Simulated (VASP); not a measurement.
# Al (Fm-3m) in VASP: notebook

Al is run at these levels: PBEsol+D4; tasks: single point.

All numbers are computed with VASP 6.6.1; they aren't measurements. Logs are shortened: lines on timing, memory, paths and dates and some standing lists are left out, and cuts for length are marked.

### 1 The cell of the first run

The structure is cubic, space group Fm-3m (No. 225). The conventional cell has a = 4.103 Å, b = 4.103 Å, c = 4.103 Å, α = 90.00°, β = 90.00°, γ = 90.00°. Within 3.8 Å of Al (site symmetry m-3m) lie 12 Al at 2.90 Å.

### 2 Single point, PBEsol+D4

Contents of INCAR:

```
  PREC = Accurate
  ENCUT = 520
  EDIFF = 1E-6
  ISMEAR = -1
  SIGMA = 0.05
  LREAL = F
  LASPH = T
  NELM = 80
  ALGO = Normal
  ISIF = 2
  LWAVE = F
  LCHARG = F
  GGA = PS
  IVDW = 13
  NBANDS = 8
```

Contents of KPOINTS:

```
regular mesh
0
Gamma
  11 11 11
```

Contents of POSCAR:

```
Al
1.0
    0.0000000000      2.0514502267      2.0514502267
    2.0514502267      0.0000000000      2.0514502267
    2.0514502267      2.0514502267      0.0000000000
Al
1
Direct
    0.0000000000      0.0000000000      0.0000000000
```

Potentials or basis: VASP PAW PBE potentials, release 64 (Al).

On the command line:

```sh
$ cat potpaw_PBE.64/Al/POTCAR > POTCAR
$ mpirun -np 1 vasp_std > vasp.out
```

OUTCAR:

```text
PREC = Accurate
   ENCUT = 520
   EDIFF = 1E-6
   ISMEAR = -1
   LREAL = F
   LASPH = T
   NELM = 80
   ISIF = 2
   GGA = PS
   IVDW = 13

 ion  position               nearest neighbor table
   1  0.000  0.000  0.000-

  LATTYP: Found a face centered cubic cell.
 ALAT       =     4.1029004534

  Lattice vectors:

 A1 = (   0.0000000000,   2.0514502267,   2.0514502267)
 A2 = (   2.0514502267,   0.0000000000,   2.0514502267)
 A3 = (   2.0514502267,   2.0514502267,   0.0000000000)

Analysis of symmetry for initial positions (statically):
=====================================================================
 Subroutine PRICEL returns:
 Original cell was already a primitive cell.

 Routine SETGRP: Setting up the symmetry group for a
 face centered cubic supercell.

 Subroutine GETGRP returns: Found 48 space group operations
[... 9 lines left out ...]

 Routine SETGRP: Setting up the symmetry group for a
 face centered cubic supercell.

 Subroutine GETGRP returns: Found 48 space group operations
 (whereof 48 operations were pure point group operations)
 out of a pool of 48 trial point group operations.

The dynamic configuration has the point symmetry O_h .

 Subroutine INISYM returns: Found 48 space group operations
 (whereof 48 operations are pure point group operations),
 and found     1 'primitive' translations

----------------------------------------------------------------------------------------

                                     Primitive cell

  volume of cell :      17.2668

  direct lattice vectors                    reciprocal lattice vectors
     0.000000000  2.051450227  2.051450227    -0.243730018  0.243730018  0.243730018
     2.051450227  0.000000000  2.051450227     0.243730018 -0.243730018  0.243730018
     2.051450227  2.051450227  0.000000000     0.243730018  0.243730018 -0.243730018

  length of vectors
     2.901188733  2.901188733  2.901188733     0.422152774  0.422152774  0.422152774

  position of ions in fractional coordinates (direct lattice)
     0.000000000  0.000000000  0.000000000

  ion indices of the primitive-cell ions
   primitive index   ion index
                 1           1

----------------------------------------------------------------------------------------

 KPOINTS: regular mesh

Automatic generation of k-mesh.
 Grid dimensions read from file:
 generate k-points for:   11   11   11

 Generating k-lattice:

  Cartesian coordinates                     Fractional coordinates (reciprocal lattice)
    -0.022157274  0.022157274  0.022157274     0.090909091  0.000000000  0.000000000
     0.022157274 -0.022157274  0.022157274     0.000000000  0.090909091  0.000000000
     0.022157274  0.022157274 -0.022157274     0.000000000  0.000000000  0.090909091

  Length of vectors
     0.038377525  0.038377525  0.038377525

  Shift w.r.t. Gamma in fractional coordinates (k-lattice)
     0.000000000  0.000000000  0.000000000

 Subroutine IBZKPT returns following result:
 ===========================================

 Found     56 irreducible k-points:

 Following reciprocal coordinates:
            Coordinates               Weight
  0.000000  0.000000  0.000000      1.000000
  0.090909  0.000000  0.000000      8.000000
  0.181818  0.000000  0.000000      8.000000
  0.272727  0.000000  0.000000      8.000000
  0.363636  0.000000  0.000000      8.000000
  0.454545  0.000000  0.000000      8.000000
[... 16 lines left out ...]
 -0.272727  0.181818  0.000000     24.000000
 -0.181818  0.181818  0.000000     12.000000
 [... further k-points ...]
   k-points           NKPTS =     56   k-points in BZ     NKDIM =     56   number of bands    NBANDS=      8
   number of dos      NEDOS =    301   number of ions     NIONS =      1
   total plane-waves  NPLWV =  13824
   dimension x,y,z NGX =    24 NGY =   24 NGZ =   24
   dimension x,y,z NGXF=    48 NGYF=   48 NGZF=   48
   ions per type =               1
   NGX,Y,Z   is equivalent  to a cutoff of  13.75, 13.75, 13.75 a.u.
   NGXF,Y,Z  is equivalent  to a cutoff of  27.51, 27.51, 27.51 a.u.
 SYSTEM =  unknown system
   PREC   = accura    normal or accurate (medium, high low for compatibility)
   ISTART =      0    job   : 0-new  1-cont  2-samecut
   ICHARG =      2    charge: 1-file 2-atom 10-const
   ISPIN  =      1    spin polarized calculation?
   LNONCOLLINEAR =      F non collinear calculations
   LSORBIT =      F    spin-orbit coupling
   LASPH  =      T    aspherical Exc in radial PAW
   ENCUT  =  520.0 eV  38.22 Ry    6.18 a.u.   5.39  5.39  5.39*2*pi/ulx,y,z
   NELM   =     80;   NELMIN=  2; NELMDL= -5     # of ELM steps
   EDIFF  = 0.1E-05   stopping-criterion for ELM
   LREAL  =      F    real-space projection
   EDIFFG = 0.1E-04   stopping-criterion for IOM
   NSW    =      0    number of steps for IOM
   IBRION =     -1    ionic relax: 0-MD 1-quasi-New 2-CG
   NFREE  =      0    steps in history (QN), initial steepest desc. (CG)
   ISIF   =      2    stress and relaxation
   ISYM   =      2    0-nonsym 1-usesym 2-fastsym
   POTIM  = 0.5000    time-step for ionic-motion
   TEBEG  =    0.0;   TEEND  =   0.0 temperature during run
   PSTRESS=    0.0 pullay stress
   NELECT =       3.0000    total number of electrons
   NUPDOWN=      -1.0000    fix difference up-down
   EMIN   =  10.00;   EMAX   =-10.00  energy-range for DOS
   EFERMI =   0.00;   METHOD = LEGACY
   ISMEAR =    -1;   SIGMA  =   0.05  broadening in eV -4-tet -1-fermi 0-gaus
   EFERMI_NEDOS =   21; number of points for ismear=-14 and -15
   IALGO  =     38    algorithm
   IMIX   =      4    mixing-type and parameters
     AMIX     =   0.40;   BMIX     =  1.00
     AMIX_MAG =   1.60;   BMIX_MAG =  1.00
  volume/ion in A,a.u.               =      17.27       116.52
  Fermi-wavevector in a.u.,A,eV,Ry     =   0.913505  1.726274 11.353945  0.834491
  Thomas-Fermi vector in A             =   2.038024
   LORBIT       =      0    0 simple, 1 ext, 2 COOP (PROOUT), +10 PAW based schemes
   GGA     = PS    functional components
   LHFCALC =     F    Hartree Fock is set to
   AEXX    =    0.0000 exact exchange contribution
   IVDW    =    13    specifies the selected vdW correction
   LEPSILON=     F    determine dielectric tensor
   LRPA    =     F    only Hartree local field effects (RPA)
 non-spin polarized calculation
  energy-cutoff  :      520.00
  volume of cell :       17.27
 maximum number of plane-waves:       483
 NGX is ok and might be reduce to    24
   NGX = 11   NGY = 11   NGZ = 11

 number of electron       3.0000000 magnetization

 Free energy of the ion-electron system (eV)
  ---------------------------------------------------
  ext. energy  EPLUGINS =         0.00000000
  ---------------------------------------------------
  free energy    TOTEN  =        -4.08602146 eV

  energy without entropy =       -4.08193729  energy(sigma->0) =       -4.08397937

 E-fermi :   7.4991     XC(G=0): -10.0925

 val. band max:        7.2570927612   @ k =  -0.4545   0.4545   0.0909
 cond. band min:       7.5007637082   @ k =  -0.4545   0.3636   0.0000
 fundamental gap:      0.2436709471
 Fermi energy:         7.4990634231

 k-point     1 :       0.0000    0.0000    0.0000
  band No.  band energies     occupation
      1      -3.3349      2.00000
      2      19.8332      0.00000
      3      19.8332      0.00000
      4      19.8332      0.00000
      5      20.9884      0.00000
      6      20.9884      0.00000
      7      20.9884      0.00000
      8      23.6414      0.00000

 k-point     2 :       0.0909    0.0000    0.0000
  band No.  band energies     occupation
      1      -3.1171      2.00000
      2      16.9187      0.00000
      3      19.1283      0.00000
      4      19.1283      0.00000
      5      21.7656      0.00000
      6      22.0145      0.00000
      7      22.0145      0.00000
      8      25.3067      0.00000

 k-point     3 :       0.1818    0.0000    0.0000
  band No.  band energies     occupation
      1      -2.4655      2.00000
      2      13.3606      0.00000
      3      18.3865      0.00000
      4      18.3865      0.00000
      5      21.5722      0.00000
      6      22.8503      0.00000
      7      22.8503      0.00000
      8      24.4370      0.00000

 k-point     4 :       0.2727    0.0000    0.0000
  band No.  band energies     occupation
      1      -1.3859      2.00000
      2      10.0188      0.00000
      3      17.9770      0.00000
      4      17.9770      0.00000
      5      21.3785      0.00000
      6      21.4025      0.00000
      7      21.4025      0.00000
      8      25.3142      0.00000

 k-point     5 :       0.3636    0.0000    0.0000
  band No.  band energies     occupation
      1       0.1126      2.00000
      2       6.9917      1.99992
      3      17.9269      0.00000
      4      17.9269      0.00000
      5      20.0181      0.00000
      6      20.0181      0.00000
      7      21.4543      0.00000
      8      23.8610      0.00000

 k-point     6 :       0.4545    0.0000    0.0000
  band No.  band energies     occupation
      1       2.0175      2.00000
      2       4.3182      2.00000
      3      18.2281      0.00000
      4      18.2281      0.00000
      5      18.9846      0.00000
      6      18.9846      0.00000
      7      21.8833      0.00000
      8      22.7015      0.00000

 k-point     7 :       0.0909    0.0909    0.0000
  band No.  band energies     occupation
      1      -3.0446      2.00000
      2      17.8756      0.00000
      3      17.8756      0.00000
      4      18.2857      0.00000
      5      20.3367      0.00000
      6      23.3602      0.00000
      7      23.3602      0.00000
      8      23.4423      0.00000

 k-point     8 :       0.1818    0.0909    0.0000
  band No.  band energies     occupation
      1      -2.5377      2.00000
      2      14.6552      0.00000
      3      16.9631      0.00000
      4      18.3202      0.00000
      5      20.6713      0.00000
      6      21.5173      0.00000
      7      23.7788      0.00000
      8      24.7157      0.00000

 k-point     9 :       0.2727    0.0909    0.0000
  band No.  band energies     occupation
      1      -1.6012      2.00000
      2      11.2620      0.00000
      3      16.4156      0.00000
      4      17.9608      0.00000
      5      19.2118      0.00000
      6      22.8484      0.00000
      7      23.7581      0.00000
      8      23.8283      0.00000

 k-point    10 :       0.3636    0.0909    0.0000
  band No.  band energies     occupation
      1      -0.2429      2.00000
      2       8.1379      0.00001
      3      16.2381      0.00000
      4      17.6356      0.00000
      5      17.8403      0.00000
      6      22.4169      0.00000
      7      23.4407      0.00000
      8      25.1358      0.00000
[... 78 lines left out ...]
 k-point    18 :       0.2727    0.1818    0.0000
  band No.  band energies     occupation
      1      -1.3859      2.00000
      2      12.8209      0.00000
      3      15.2283      0.00000
      4      16.5991      0.00000
      5      16.7273      0.00000
      6      19.6019      0.00000
      7      26.4376      0.00000
      8      27.0831      0.00000

 k-point    19 :       0.3636    0.1818    0.0000
  band No.  band energies     occupation
      1      -0.1721      2.00000
      2       9.6566      0.00000
      3      14.9219      0.00000
      4      14.9544      0.00000
      5      16.5564      0.00000
      6      21.7009      0.00000
      7      25.1314      0.00000
      8      27.1009      0.00000

 k-point    20 :       0.4545    0.1818    0.0000
  band No.  band energies     occupation
      1       1.4540      2.00000
      2       6.7776      2.00000
      3      13.5774      0.00000
      4      14.9891      0.00000
      5      16.7015      0.00000
      6      23.9350      0.00000
      7      24.1757      0.00000
      8      26.9625      0.00000

 k-point    21 :      -0.4545    0.1818    0.0000
  band No.  band energies     occupation
      1       3.4732      2.00000
      2       4.2506      2.00000
      3      12.5905      0.00000
      4      15.4296      0.00000
      5      17.2133      0.00000
      6      23.0392      0.00000
      7      25.3895      0.00000
      8      27.7925      0.00000

 k-point    22 :      -0.3636    0.1818    0.0000
  band No.  band energies     occupation
      1       2.0867      2.00000
      2       5.8814      2.00000
      3      12.0081      0.00000
      4      16.2427      0.00000
      5      18.1104      0.00000
      6      22.4900      0.00000
      7      24.9960      0.00000
      8      27.9103      0.00000

 k-point    23 :      -0.2727    0.1818    0.0000
  band No.  band energies     occupation
      1       0.3253      2.00000
      2       8.6073      0.00000
      3      11.8649      0.00000
      4      17.4234      0.00000
      5      19.3768      0.00000
      6      22.2885      0.00000
      7      24.5681      0.00000
      8      25.1072      0.00000

 k-point    24 :      -0.1818    0.1818    0.0000
  band No.  band energies     occupation
      1      -1.0278      2.00000
      2      11.2400      0.00000
      3      12.5479      0.00000
      4      18.9508      0.00000
      5      20.9595      0.00000
      6      22.0793      0.00000
      7      22.9990      0.00000
      8      23.9501      0.00000

 [... further k-points ...]

------------------------ aborting loop because EDIFF is reached ----------------------------------------

  DFT-D4 for vdW energy calculation

  Edisp (eV):   -0.19156

  FORCE on cell =-STRESS in cart. coord.  units (eV):
  Direction    XX          YY          ZZ          XY          YZ          ZX
  --------------------------------------------------------------------------------------
  -------------------------------------------------------------------------------------
  Total      -0.67502    -0.67502    -0.67502     0.00000     0.00000    -0.00000
  in kB     -62.63449   -62.63449   -62.63449     0.00000     0.00000    -0.00000
  external pressure =      -62.63 kB  Pullay stress =        0.00 kB

 VOLUME and BASIS-vectors are now :
 -----------------------------------------------------------------------------
  energy-cutoff  :      520.00
  volume of cell :       17.27
      direct lattice vectors                 reciprocal lattice vectors
     0.000000000  2.051450227  2.051450227    -0.243730018  0.243730018  0.243730018
     2.051450227  0.000000000  2.051450227     0.243730018 -0.243730018  0.243730018
     2.051450227  2.051450227  0.000000000     0.243730018  0.243730018 -0.243730018

 POSITION                                       TOTAL-FORCE (eV/Angst)
 -----------------------------------------------------------------------------------
      0.00000      0.00000      0.00000         0.000000      0.000000      0.000000
 -----------------------------------------------------------------------------------
    total drift:                                0.000000      0.000000      0.000000

  FREE ENERGIE OF THE ION-ELECTRON SYSTEM (eV)
  ---------------------------------------------------
  free  energy   TOTEN  =        -4.2775861253 eV

  energy  without entropy=       -4.2735019530  energy(sigma->0) =       -4.27554404
```

Run time: 4.4 s. Hardware: 1 thread of Intel Xeon 6975P-C (Granite Rapids), shared host; peak memory 0.13 GiB.

What came out:

```yaml
Free_energy: -4.2776 eV
Pressure: -6.3 GPa
Dispersion_energy_per_atom: -0.192 eV
```

Caveat: the PAW data sets were made with another functional, which shifts forces and pressure a little; pairwise dispersion overbinds metals, which lowers pressure and volume.

### 3 Single point, PBEsol+D4

This run uses another cell than the first one, of 17.60 Å³/atom, 1.019 times its volume.

Contents of INCAR:

```
ALGO     = Normal         # electronic algorithm
EDIFF    = 1E-6           # SCF threshold, eV
ENCUT    = 520            # plane-wave cutoff, eV
GGA      = PS             # functional
ISIF     = 2              # what is computed and relaxed
ISMEAR   = -1             # smearing method
IVDW     = 13             # dispersion correction
LASPH    = True           # aspherical terms in the spheres
LCHARG   = False          # write CHGCAR
LREAL    = False          # projectors in reciprocal space
LWAVE    = False          # write WAVECAR
NBANDS   = 8              # bands
NELM     = 100            # most SCF steps
PREC     = Accurate       # precision mode
SIGMA    = 0.05           # smearing width, eV
```

Contents of KPOINTS:

```
k-points
0
Gamma
  11 11 11
```

Contents of POSCAR:

```
Al
1.0
    0.0000000000      2.0645171409      2.0645171409
    2.0645171409      0.0000000000      2.0645171409
    2.0645171409      2.0645171409      0.0000000000
Al
1
Direct
    0.0000000000      0.0000000000      0.0000000000
```

Potentials or basis: VASP PAW PBE potentials, release 64 (Al).

On the command line:

```sh
$ cat potpaw_PBE.64/Al/POTCAR > POTCAR
$ mpirun -np 1 vasp_std > vasp.out
```

Wall time 4.5 s (1 thread of Intel Xeon 6975P-C (Granite Rapids), shared host); peak memory 0.13 GiB.

It converged, with:

| Quantity | Value |
| --- | --- |
| Free energy | -4.2635 eV |
| Pressure | -7.3 GPa |
| Dispersion energy per atom | -0.188 eV |

Levels at points of the mesh, in eV from the Fermi level:
```tsv
k point	band 1	band 2	band 3	band 4
(0.00, 0.00, 0.00)	-10.71	12.23	12.23	12.23
```

Caveat: the PAW data sets were made with another functional, which shifts forces and pressure a little; pairwise dispersion overbinds metals, which lowers pressure and volume.
